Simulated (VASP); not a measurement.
# AgCl (Fm-3m) in VASP: a series of runs

Runs on AgCl. Level: PBEsol. Tasks: single point, relaxation of cell and atoms.

All numbers are computed with VASP 6.6.1; they aren't measurements. Logs are shortened: lines on timing, memory, paths and dates and some standing lists are left out, and cuts for length are marked.

### 1 The cell of the first run

It takes space group Fm-3m (No. 225, cubic). The conventional cell has a = 5.448 Å, b = 5.448 Å, c = 5.448 Å, α = 90.00°, β = 90.00°, γ = 90.00°. Ag (site symmetry m-3m) has 6 Cl at 2.72 Å within 3.6 Å. Cl (site symmetry m-3m) has 6 Ag at 2.72 Å within 3.6 Å.

### 2 Single point, PBEsol

Input file INCAR:

```
SYSTEM = AgCl
ALGO = Normal
EDIFF = 1E-6
ENCUT = 520
GGA = PS
ISIF = 2
ISMEAR = -1
LASPH = .TRUE.
LCHARG = .FALSE.
LREAL = .FALSE.
LWAVE = .FALSE.
NBANDS = 16
NELM = 100
PREC = Accurate
SIGMA = 0.1
```

Input file KPOINTS:

```
k-points
0
G
  12 12 12
  0 0 0
```

Input file POSCAR:

```
AgCl
1.0
    2.7237514517      2.7237514517      0.0000000000
   -2.7237514517      2.7237514517      0.0000000000
    0.0000000000      2.7237514517      2.7237514517
Ag Cl
1 1
Direct
    0.0000000000      0.0000000000      0.0000000000
    0.5000000000      0.5000000000      0.0000000000
```

Potentials or basis: VASP PAW PBE potentials, release 64 (Ag, Cl).

Run with:

```
$ cat potpaw_PBE.64/Ag/POTCAR potpaw_PBE.64/Cl/POTCAR > POTCAR
$ mpirun -np 1 vasp_std > vasp.out
```

OUTCAR:

```text
SYSTEM = AgCl
   EDIFF = 1E-6
   ENCUT = 520
   GGA = PS
   ISIF = 2
   ISMEAR = -1
   LASPH = .TRUE.
   LREAL = .FALSE.
   NELM = 100
   PREC = Accurate

 ion  position               nearest neighbor table
   1  0.000  0.000  0.000-   2 2.72   2 2.72   2 2.72   2 2.72   2 2.72   2 2.72
   2  0.500  0.500  0.000-   1 2.72   1 2.72   1 2.72   1 2.72   1 2.72   1 2.72

  LATTYP: Found a face centered cubic cell.
 ALAT       =     5.4475029034

  Lattice vectors:

 A1 = (   0.0000000000,   2.7237514517,   2.7237514517)
 A2 = (   2.7237514517,   0.0000000000,   2.7237514517)
 A3 = (   2.7237514517,   2.7237514517,   0.0000000000)

Analysis of symmetry for initial positions (statically):
=====================================================================
 Subroutine PRICEL returns:
 Original cell was already a primitive cell.

 Routine SETGRP: Setting up the symmetry group for a
 face centered cubic supercell.

 Subroutine GETGRP returns: Found 48 space group operations
 (whereof 48 operations were pure point group operations)
 out of a pool of 48 trial point group operations.

The static configuration has the point symmetry O_h .

Analysis of symmetry for dynamics (positions and initial velocities):
=====================================================================
 Subroutine PRICEL returns:
 Original cell was already a primitive cell.

 Routine SETGRP: Setting up the symmetry group for a
 face centered cubic supercell.

 Subroutine GETGRP returns: Found 48 space group operations
 (whereof 48 operations were pure point group operations)
 out of a pool of 48 trial point group operations.

The dynamic configuration has the point symmetry O_h .

 Subroutine INISYM returns: Found 48 space group operations
 (whereof 48 operations are pure point group operations),
 and found     1 'primitive' translations

----------------------------------------------------------------------------------------

                                     Primitive cell

  volume of cell :      40.4141

  direct lattice vectors                    reciprocal lattice vectors
     2.723751452  2.723751452  0.000000000     0.183570347  0.183570347 -0.183570347
    -2.723751452  2.723751452  0.000000000    -0.183570347  0.183570347 -0.183570347
     0.000000000  2.723751452  2.723751452     0.000000000  0.000000000  0.367140695

  length of vectors
     3.851966244  3.851966244  3.851966244     0.317953168  0.317953168  0.367140695

  position of ions in fractional coordinates (direct lattice)
     0.000000000  0.000000000  0.000000000
     0.500000000  0.500000000  0.000000000

  ion indices of the primitive-cell ions
   primitive index   ion index
                 1           1
                 2           2

----------------------------------------------------------------------------------------

 KPOINTS: k-points

Automatic generation of k-mesh.
 Grid dimensions read from file:
 generate k-points for:   12   12   12

 Generating k-lattice:

  Cartesian coordinates                     Fractional coordinates (reciprocal lattice)
     0.015297529  0.015297529 -0.015297529     0.083333333  0.000000000  0.000000000
    -0.015297529  0.015297529 -0.015297529     0.000000000  0.083333333  0.000000000
     0.000000000  0.000000000  0.030595058     0.000000000  0.000000000  0.083333333

  Length of vectors
     0.026496097  0.026496097  0.030595058

  Shift w.r.t. Gamma in fractional coordinates (k-lattice)
     0.000000000  0.000000000  0.000000000

 Subroutine IBZKPT returns following result:
 ===========================================

 Found     72 irreducible k-points:

 Following reciprocal coordinates:
            Coordinates               Weight
  0.000000  0.000000  0.000000      1.000000
  0.083333  0.000000  0.000000      8.000000
  0.166667  0.000000  0.000000      8.000000
  0.250000  0.000000  0.000000      8.000000
  0.333333  0.000000  0.000000      8.000000
  0.416667  0.000000  0.000000      8.000000
[... 16 lines left out ...]
  0.500000  0.166667  0.000000     24.000000
 -0.416667  0.166667  0.000000     24.000000
 [... further k-points ...]
   k-points           NKPTS =     72   k-points in BZ     NKDIM =     72   number of bands    NBANDS=     16
   number of dos      NEDOS =    301   number of ions     NIONS =      2
   total plane-waves  NPLWV =  27000
   dimension x,y,z NGX =    30 NGY =   30 NGZ =   30
   dimension x,y,z NGXF=    60 NGYF=   60 NGZF=   60
   ions per type =               1   1
   NGX,Y,Z   is equivalent  to a cutoff of  12.95, 12.95, 12.95 a.u.
   NGXF,Y,Z  is equivalent  to a cutoff of  25.90, 25.90, 25.90 a.u.
 SYSTEM =  AgCl
   PREC   = accura    normal or accurate (medium, high low for compatibility)
   ISTART =      0    job   : 0-new  1-cont  2-samecut
   ICHARG =      2    charge: 1-file 2-atom 10-const
   ISPIN  =      1    spin polarized calculation?
   LNONCOLLINEAR =      F non collinear calculations
   LSORBIT =      F    spin-orbit coupling
   LASPH  =      T    aspherical Exc in radial PAW
   ENCUT  =  520.0 eV  38.22 Ry    6.18 a.u.   7.16  7.16  7.16*2*pi/ulx,y,z
   NELM   =    100;   NELMIN=  2; NELMDL= -5     # of ELM steps
   EDIFF  = 0.1E-05   stopping-criterion for ELM
   LREAL  =      F    real-space projection
   EDIFFG = 0.1E-04   stopping-criterion for IOM
   NSW    =      0    number of steps for IOM
   IBRION =     -1    ionic relax: 0-MD 1-quasi-New 2-CG
   NFREE  =      0    steps in history (QN), initial steepest desc. (CG)
   ISIF   =      2    stress and relaxation
   ISYM   =      2    0-nonsym 1-usesym 2-fastsym
   POTIM  = 0.5000    time-step for ionic-motion
   TEBEG  =    0.0;   TEEND  =   0.0 temperature during run
   PSTRESS=    0.0 pullay stress
   NELECT =      18.0000    total number of electrons
   NUPDOWN=      -1.0000    fix difference up-down
   EMIN   =  10.00;   EMAX   =-10.00  energy-range for DOS
   EFERMI =   0.00;   METHOD = LEGACY
   ISMEAR =    -1;   SIGMA  =   0.10  broadening in eV -4-tet -1-fermi 0-gaus
   EFERMI_NEDOS =   21; number of points for ismear=-14 and -15
   IALGO  =     38    algorithm
   IMIX   =      4    mixing-type and parameters
     AMIX     =   0.40;   BMIX     =  1.00
     AMIX_MAG =   1.60;   BMIX_MAG =  1.00
  volume/ion in A,a.u.               =      20.21       136.36
  Fermi-wavevector in a.u.,A,eV,Ry     =   1.250225  2.362583 21.266758  1.563063
  Thomas-Fermi vector in A             =   2.384229
   LORBIT       =      0    0 simple, 1 ext, 2 COOP (PROOUT), +10 PAW based schemes
   GGA     = PS    functional components
   LHFCALC =     F    Hartree Fock is set to
   AEXX    =    0.0000 exact exchange contribution
   IVDW    =     0    specifies the selected vdW correction
   LEPSILON=     F    determine dielectric tensor
   LRPA    =     F    only Hartree local field effects (RPA)
 non-spin polarized calculation
  energy-cutoff  :      520.00
  volume of cell :       40.41
 maximum number of plane-waves:      1113
 NGX is ok and might be reduce to    30
   NGX = 15   NGY = 15   NGZ = 15

 number of electron      18.0000001 magnetization

 Free energy of the ion-electron system (eV)
  ---------------------------------------------------
  ext. energy  EPLUGINS =         0.00000000
  ---------------------------------------------------
  free energy    TOTEN  =        -6.06116311 eV

  energy without entropy =       -6.06080964  energy(sigma->0) =       -6.06098638

 E-fermi :   5.0063     XC(G=0): -10.4999

 val. band max:        4.4171952846   @ k =   0.5000   0.0000   0.0000
 cond. band min:       5.1395459833   @ k =   0.0000   0.0000   0.0000
 fundamental gap:      0.7223506987
 Fermi energy:         5.0062748040

 k-point     1 :       0.0000    0.0000    0.0000
  band No.  band energies     occupation
      1     -11.1014      2.00000
      2       1.7078      2.00000
      3       1.7078      2.00000
      4       1.7078      2.00000
      5       1.7508      2.00000
      6       1.7508      2.00000
[... 8 lines left out ...]
     15      17.8983      0.00000
     16      17.8983      0.00000

 k-point     2 :       0.0833    0.0000    0.0000
  band No.  band energies     occupation
      1     -11.0691      2.00000
      2       1.2557      2.00000
      3       1.2557      2.00000
      4       1.2832      2.00000
      5       1.7388      2.00000
      6       1.7388      2.00000
[... 8 lines left out ...]
     15      16.8111      0.00000
     16      16.9405      0.00000

 k-point     3 :       0.1667    0.0000    0.0000
  band No.  band energies     occupation
      1     -10.9787      2.00000
      2       0.5513      2.00000
      3       0.7784      2.00000
      4       0.7784      2.00000
      5       1.8134      2.00000
      6       1.8134      2.00000
[... 8 lines left out ...]
     15      16.3632      0.00000
     16      17.0271      0.00000

 k-point     4 :       0.2500    0.0000    0.0000
  band No.  band energies     occupation
      1     -10.8500      2.00000
      2      -0.1969      2.00000
      3       0.3859      2.00000
      4       0.3859      2.00000
      5       1.9181      2.00000
      6       1.9181      2.00000
[... 8 lines left out ...]
     15      16.6321      0.00000
     16      16.9856      0.00000
[... 324 lines left out ...]
 k-point    22 :       0.4167    0.1667    0.0000
  band No.  band energies     occupation
      1     -10.5562      2.00000
      2      -1.0917      2.00000
      3      -0.0865      2.00000
      4      -0.0818      2.00000
      5       2.0937      2.00000
      6       2.1296      2.00000
[... 8 lines left out ...]
     15      17.7957      0.00000
     16      19.1597      0.00000

 k-point    23 :       0.5000    0.1667    0.0000
  band No.  band energies     occupation
      1     -10.5687      2.00000
      2      -1.0380      2.00000
      3      -0.1229      2.00000
      4       0.0283      2.00000
      5       2.0093      2.00000
      6       2.1665      2.00000
[... 8 lines left out ...]
     15      18.3675      0.00000
     16      19.4256      0.00000

 k-point    24 :      -0.4167    0.1667    0.0000
  band No.  band energies     occupation
      1     -10.6395      2.00000
      2      -0.8570      2.00000
      3       0.0372      2.00000
      4       0.2438      2.00000
      5       1.8826      2.00000
      6       2.1434      2.00000
[... 8 lines left out ...]
     15      18.5957      0.00000
     16      19.0575      0.00000

 [... further k-points ...]

------------------------ aborting loop because EDIFF is reached ----------------------------------------

  FORCE on cell =-STRESS in cart. coord.  units (eV):
  Direction    XX          YY          ZZ          XY          YZ          ZX
  --------------------------------------------------------------------------------------
  -------------------------------------------------------------------------------------
  Total       -0.0259875     -0.0259875     -0.0259875      0.0000000      0.0000000     -0.0000000
  in kB       -1.0302508     -1.0302508     -1.0302508      0.0000000      0.0000000     -0.0000000
  external PRESSURE =      -1.0302508 kB  Pullay stress =       0.0000000 kB

 VOLUME and BASIS-vectors are now :
 -----------------------------------------------------------------------------
  energy-cutoff  :      520.00
  volume of cell :       40.41
      direct lattice vectors                 reciprocal lattice vectors
     2.723751452  2.723751452  0.000000000     0.183570347  0.183570347 -0.183570347
    -2.723751452  2.723751452  0.000000000    -0.183570347  0.183570347 -0.183570347
     0.000000000  2.723751452  2.723751452     0.000000000  0.000000000  0.367140695

 POSITION                                       TOTAL-FORCE (eV/Angst)
 -----------------------------------------------------------------------------------
      0.00000      0.00000      0.00000        -0.000000      0.000000      0.000000
      0.00000      2.72375      0.00000         0.000000     -0.000000      0.000000
 -----------------------------------------------------------------------------------
    total drift:                               -0.000000     -0.000000      0.000000

  FREE ENERGIE OF THE ION-ELECTRON SYSTEM (eV)
  ---------------------------------------------------
  free  energy   TOTEN  =        -6.0611631087 eV

  energy  without entropy=       -6.0608096421  energy(sigma->0) =       -6.06098638
```

Run time: 61 s. Hardware: 1 thread of Intel Xeon 8259CL, shared host; peak memory 0.2 GiB.

Results:

```
Free energy            : -6.0612 eV
Pressure               : -0.1 GPa
Band gap on the k mesh : 0.72 eV (least direct gap 3.10 eV)
```

Levels at points of the mesh, in eV from the valence-band top:
| k point | band 6 | band 7 | band 8 | band 9 | band 10 | band 11 | band 12 | band 13 |
| --- | --- | --- | --- | --- | --- | --- | --- | --- |
| (0.00, 0.00, 0.00) | -2.67 | -2.56 | -2.56 | -2.56 | 0.72 | 10.73 | 10.73 | 10.73 |
| (0.50, 0.00, 0.00) | -2.28 | -1.94 | 0.00 | 0.00 | 3.88 | 6.74 | 7.42 | 7.42 |
| (0.50, 0.50, 0.00) | -2.45 | -2.14 | -2.14 | -2.02 | 2.14 | 7.78 | 8.64 | 11.63 |

Caveat: semilocal functionals underestimate gaps, and a narrow one can read as zero; the PAW data sets were made with another functional, which shifts forces and pressure a little. A k mesh can miss the band edges.

(Continued in part 2 of 3.)
